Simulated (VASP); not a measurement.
# BN (F-43m) in VASP: notebook

Runs on BN. Level: PBE. Tasks: single point.

Program: VASP 6.6.1. These are calculated values, not measurements. Logs are shortened: lines on timing, memory, paths and dates and some standing lists are left out, and cuts for length are marked.

**1. The cell of the first run**

It takes space group F-43m (No. 216, cubic). The conventional cell has a = 3.646 Å, b = 3.646 Å, c = 3.646 Å, α = 90.00°, β = 90.00°, γ = 90.00°. B (site symmetry -43m) has 4 N at 1.58 Å within 2.1 Å. Within 2.1 Å of N (site symmetry -43m) lie 4 B at 1.58 Å.

**2. Single point, PBE (strain +1.0%)**

Contents of INCAR:

```
ALGO = Normal ; EDIFF = 1E-7
ENCUT = 520 ; GGA = PE
ISIF = 2 ; ISMEAR = 0
LASPH = T ; LCHARG = F
LREAL = F ; LWAVE = F
NBANDS = 11 ; NELM = 60
PREC = Accurate ; SIGMA = 0.01
```

Contents of KPOINTS:

```
k-points
0
Gamma
  6 6 6
```

Contents of POSCAR:

```
BN
1.0
    0.0000000000      1.8228737197      1.8228737197
    1.8228737197      0.0000000000      1.8228737197
    1.8228737197      1.8228737197      0.0000000000
B N
1 1
Direct
    0.0000000000      0.0000000000      0.0000000000
    0.2500000000      0.2500000000      0.2500000000
```

Potentials or basis: VASP PAW PBE potentials, release 64 (B, N).

Started as:

```
$ cat potpaw_PBE.64/B/POTCAR potpaw_PBE.64/N/POTCAR > POTCAR
$ mpirun -np 1 vasp_std > vasp.out
```

OUTCAR:

```text
EDIFF = 1E-7
   ENCUT = 520
   GGA = PE
   ISIF = 2
   ISMEAR = 0
   LASPH = T
   LREAL = F
   NELM = 60
   PREC = Accurate

 ion  position               nearest neighbor table
   1  0.000  0.000  0.000-   2 1.58   2 1.58   2 1.58   2 1.58
   2  0.250  0.250  0.250-   1 1.58   1 1.58   1 1.58   1 1.58

  LATTYP: Found a face centered cubic cell.
 ALAT       =     3.6457474394

  Lattice vectors:

 A1 = (   0.0000000000,   1.8228737197,   1.8228737197)
 A2 = (   1.8228737197,   0.0000000000,   1.8228737197)
 A3 = (   1.8228737197,   1.8228737197,   0.0000000000)

Analysis of symmetry for initial positions (statically):
=====================================================================
 Subroutine PRICEL returns:
 Original cell was already a primitive cell.

 Routine SETGRP: Setting up the symmetry group for a
 face centered cubic supercell.

 Subroutine GETGRP returns: Found 24 space group operations
 (whereof 24 operations were pure point group operations)
 out of a pool of 48 trial point group operations.

The static configuration has the point symmetry T_d .

Analysis of symmetry for dynamics (positions and initial velocities):
=====================================================================
 Subroutine PRICEL returns:
 Original cell was already a primitive cell.

 Routine SETGRP: Setting up the symmetry group for a
 face centered cubic supercell.

 Subroutine GETGRP returns: Found 24 space group operations
 (whereof 24 operations were pure point group operations)
 out of a pool of 48 trial point group operations.

The dynamic configuration has the point symmetry T_d .

 Subroutine INISYM returns: Found 24 space group operations
 (whereof 24 operations are pure point group operations),
 and found     1 'primitive' translations

----------------------------------------------------------------------------------------

                                     Primitive cell

  volume of cell :      12.1143

  direct lattice vectors                    reciprocal lattice vectors
     0.000000000  1.822873720  1.822873720    -0.274292176  0.274292176  0.274292176
     1.822873720  0.000000000  1.822873720     0.274292176 -0.274292176  0.274292176
     1.822873720  1.822873720  0.000000000     0.274292176  0.274292176 -0.274292176

  length of vectors
     2.577932737  2.577932737  2.577932737     0.475087986  0.475087986  0.475087986

  position of ions in fractional coordinates (direct lattice)
     0.000000000  0.000000000  0.000000000
     0.250000000  0.250000000  0.250000000

  ion indices of the primitive-cell ions
   primitive index   ion index
                 1           1
                 2           2

----------------------------------------------------------------------------------------

 KPOINTS: k-points

Automatic generation of k-mesh.
 Grid dimensions read from file:
 generate k-points for:    6    6    6

 Generating k-lattice:

  Cartesian coordinates                     Fractional coordinates (reciprocal lattice)
    -0.045715363  0.045715363  0.045715363     0.166666667  0.000000000  0.000000000
     0.045715363 -0.045715363  0.045715363     0.000000000  0.166666667  0.000000000
     0.045715363  0.045715363 -0.045715363     0.000000000  0.000000000  0.166666667

  Length of vectors
     0.079181331  0.079181331  0.079181331

  Shift w.r.t. Gamma in fractional coordinates (k-lattice)
     0.000000000  0.000000000  0.000000000

 Subroutine IBZKPT returns following result:
 ===========================================

 Found     16 irreducible k-points:

 Following reciprocal coordinates:
            Coordinates               Weight
  0.000000  0.000000  0.000000      1.000000
  0.166667  0.000000  0.000000      8.000000
  0.333333  0.000000  0.000000      8.000000
  0.500000  0.000000  0.000000      4.000000
  0.166667  0.166667  0.000000      6.000000
  0.333333  0.166667  0.000000     24.000000
[... 8 lines left out ...]
 -0.333333  0.333333  0.166667     24.000000
 -0.333333  0.500000  0.166667     12.000000
   k-points           NKPTS =     16   k-points in BZ     NKDIM =     16   number of bands    NBANDS=     11
   number of dos      NEDOS =    301   number of ions     NIONS =      2
   total plane-waves  NPLWV =   8000
   dimension x,y,z NGX =    20 NGY =   20 NGZ =   20
   dimension x,y,z NGXF=    40 NGYF=   40 NGZF=   40
   ions per type =               1   1
   NGX,Y,Z   is equivalent  to a cutoff of  12.90, 12.90, 12.90 a.u.
   NGXF,Y,Z  is equivalent  to a cutoff of  25.80, 25.80, 25.80 a.u.
 SYSTEM =  unknown system
   PREC   = accura    normal or accurate (medium, high low for compatibility)
   ISTART =      0    job   : 0-new  1-cont  2-samecut
   ICHARG =      2    charge: 1-file 2-atom 10-const
   ISPIN  =      1    spin polarized calculation?
   LNONCOLLINEAR =      F non collinear calculations
   LSORBIT =      F    spin-orbit coupling
   LASPH  =      T    aspherical Exc in radial PAW
   ENCUT  =  520.0 eV  38.22 Ry    6.18 a.u.   4.79  4.79  4.79*2*pi/ulx,y,z
   NELM   =     60;   NELMIN=  2; NELMDL= -5     # of ELM steps
   EDIFF  = 0.1E-06   stopping-criterion for ELM
   LREAL  =      F    real-space projection
   EDIFFG = 0.1E-05   stopping-criterion for IOM
   NSW    =      0    number of steps for IOM
   IBRION =     -1    ionic relax: 0-MD 1-quasi-New 2-CG
   NFREE  =      0    steps in history (QN), initial steepest desc. (CG)
   ISIF   =      2    stress and relaxation
   ISYM   =      2    0-nonsym 1-usesym 2-fastsym
   POTIM  = 0.5000    time-step for ionic-motion
   TEBEG  =    0.0;   TEEND  =   0.0 temperature during run
   PSTRESS=    0.0 pullay stress
   NELECT =       8.0000    total number of electrons
   NUPDOWN=      -1.0000    fix difference up-down
   EMIN   =  10.00;   EMAX   =-10.00  energy-range for DOS
   EFERMI =   0.00;   METHOD = LEGACY
   ISMEAR =     0;   SIGMA  =   0.01  broadening in eV -4-tet -1-fermi 0-gaus
   EFERMI_NEDOS =   21; number of points for ismear=-14 and -15
   IALGO  =     38    algorithm
   IMIX   =      4    mixing-type and parameters
     AMIX     =   0.40;   BMIX     =  1.00
     AMIX_MAG =   1.60;   BMIX_MAG =  1.00
  volume/ion in A,a.u.               =       6.06        40.88
  Fermi-wavevector in a.u.,A,eV,Ry     =   1.425624  2.694038 27.652521  2.032403
  Thomas-Fermi vector in A             =   2.545988
   LORBIT       =      0    0 simple, 1 ext, 2 COOP (PROOUT), +10 PAW based schemes
   GGA     = PE    functional components
   LHFCALC =     F    Hartree Fock is set to
   AEXX    =    0.0000 exact exchange contribution
   IVDW    =     0    specifies the selected vdW correction
   LEPSILON=     F    determine dielectric tensor
   LRPA    =     F    only Hartree local field effects (RPA)
 non-spin polarized calculation
 Gauss-broadening in eV      SIGMA  =   0.01
  energy-cutoff  :      520.00
  volume of cell :       12.11
 maximum number of plane-waves:       332
   NGX =  9   NGY =  9   NGZ =  9

 number of electron       8.0000000 magnetization

 Free energy of the ion-electron system (eV)
  ---------------------------------------------------
  ext. energy  EPLUGINS =         0.00000000
  ---------------------------------------------------
  free energy    TOTEN  =       -17.44360420 eV

  energy without entropy =      -17.44360420  energy(sigma->0) =      -17.44360420

 E-fermi :   7.1890     XC(G=0): -12.6962

 val. band max:        7.0961029294   @ k =   0.0000   0.0000   0.0000
 cond. band min:      11.5261673287   @ k =   0.5000   0.5000   0.0000
 fundamental gap:      4.4300643993
 Fermi energy:         7.1889708292

 k-point     1 :       0.0000    0.0000    0.0000
  band No.  band energies     occupation
      1     -12.8497      2.00000
      2       7.0961      2.00000
      3       7.0961      2.00000
      4       7.0961      2.00000
      5      15.7928      0.00000
      6      15.7928      0.00000
      7      15.7928      0.00000
      8      17.0346      0.00000
      9      31.3720      0.00000
     10      34.5544      0.00000
     11      34.5544      0.00000

 k-point     2 :       0.1667    0.0000    0.0000
  band No.  band energies     occupation
      1     -12.1938      2.00000
      2       4.1355      2.00000
      3       6.4922      2.00000
      4       6.4922      2.00000
      5      16.2175      0.00000
      6      16.6803      0.00000
      7      16.6803      0.00000
      8      18.9788      0.00000
      9      30.7525      0.00000
     10      30.8613      0.00000
     11      30.8613      0.00000

 k-point     3 :       0.3333    0.0000    0.0000
  band No.  band energies     occupation
      1     -10.3759      2.00000
      2      -0.6227      2.00000
      3       5.5737      2.00000
      4       5.5737      2.00000
      5      16.7032      0.00000
      6      17.5932      0.00000
      7      17.5932      0.00000
      8      21.3291      0.00000
      9      29.9814      0.00000
     10      31.2125      0.00000
     11      31.2125      0.00000

 k-point     4 :       0.5000    0.0000    0.0000
  band No.  band energies     occupation
      1      -8.7522      2.00000
      2      -3.3644      2.00000
      3       5.2028      2.00000
      4       5.2028      2.00000
      5      16.9105      0.00000
      6      17.6594      0.00000
      7      17.6594      0.00000
      8      22.0917      0.00000
      9      30.1933      0.00000
     10      33.3582      0.00000
     11      33.6206      0.00000
[... 127 lines left out ...]
 k-point    14 :       0.5000    0.3333    0.1667
  band No.  band energies     occupation
      1      -8.9292      2.00000
      2      -0.2180      2.00000
      3       1.7797      2.00000
      4       3.6439      2.00000
      5      15.7472      0.00000
      6      18.8304      0.00000
      7      19.8966      0.00000
      8      22.3400      0.00000
      9      26.4629      0.00000
     10      32.2502      0.00000
     11      34.9217      0.00000

 k-point    15 :      -0.3333    0.3333    0.1667
  band No.  band energies     occupation
      1      -7.6456      2.00000
      2      -1.6667      2.00000
      3       1.1573      2.00000
      4       2.7179      2.00000
      5      16.4822      0.00000
      6      18.6572      0.00000
      7      21.6660      0.00000
      8      23.1395      0.00000
      9      24.9721      0.00000
     10      32.3522      0.00000
     11      34.7789      0.00000

 k-point    16 :      -0.3333    0.5000    0.1667
  band No.  band energies     occupation
      1      -7.2053      2.00000
      2      -0.9483      2.00000
      3       1.0511      2.00000
      4       1.1087      2.00000
      5      14.7728      0.00000
      6      18.9068      0.00000
      7      21.8532      0.00000
      8      23.5323      0.00000
      9      26.2897      0.00000
     10      32.5053      0.00000
     11      36.8883      0.00000

------------------------ aborting loop because EDIFF is reached ----------------------------------------

  FORCE on cell =-STRESS in cart. coord.  units (eV):
  Direction    XX          YY          ZZ          XY          YZ          ZX
  --------------------------------------------------------------------------------------
  -------------------------------------------------------------------------------------
  Total       -0.4558052     -0.4558052     -0.4558052      0.0000000      0.0000000      0.0000000
  in kB      -60.2823435    -60.2823435    -60.2823435      0.0000000      0.0000000      0.0000000
  external PRESSURE =     -60.2823435 kB  Pullay stress =       0.0000000 kB

 VOLUME and BASIS-vectors are now :
 -----------------------------------------------------------------------------
  energy-cutoff  :      520.00
  volume of cell :       12.11
      direct lattice vectors                 reciprocal lattice vectors
     0.000000000  1.822873720  1.822873720    -0.274292176  0.274292176  0.274292176
     1.822873720  0.000000000  1.822873720     0.274292176 -0.274292176  0.274292176
     1.822873720  1.822873720  0.000000000     0.274292176  0.274292176 -0.274292176

 POSITION                                       TOTAL-FORCE (eV/Angst)
 -----------------------------------------------------------------------------------
      0.00000      0.00000      0.00000        -0.000000      0.000000     -0.000000
      0.91144      0.91144      0.91144         0.000000     -0.000000      0.000000
 -----------------------------------------------------------------------------------
    total drift:                                0.000000      0.000000      0.000000

  FREE ENERGIE OF THE ION-ELECTRON SYSTEM (eV)
  ---------------------------------------------------
  free  energy   TOTEN  =       -17.4436042045 eV

  energy  without entropy=      -17.4436042045  energy(sigma->0) =      -17.44360420
```

Run time: 5.2 s. Hardware: 1 thread of Intel Xeon Platinum 8259CL at 2.50GHz (Skylake/Cascade Lake), shared host; peak memory 0.11 GiB.

Results:

```yaml
Free_energy: -17.4436 eV
Pressure: -6.0 GPa
Band_gap_on_the_k_mesh: 4.43 eV, indirect (least direct gap 8.70 eV)
```

Levels at points of the mesh, in eV from the valence-band top:
| k point | band 1 | band 2 | band 3 | band 4 | band 5 | band 6 | band 7 | band 8 |
| --- | --- | --- | --- | --- | --- | --- | --- | --- |
| (0.00, 0.00, 0.00) | -19.95 | 0.00 | 0.00 | 0.00 | 8.70 | 8.70 | 8.70 | 9.94 |
| (0.50, 0.00, 0.00) | -15.85 | -10.46 | -1.89 | -1.89 | 9.81 | 10.56 | 10.56 | 15.00 |
| (0.50, 0.50, 0.00) | -14.52 | -8.75 | -4.78 | -4.78 | 4.43 | 9.09 | 17.53 | 17.53 |

Caveat: the k points lie up to 0.50 Å⁻¹ apart; the cell differs from its parent crystal (strain +1.0%).

[end of part 1 of 2]
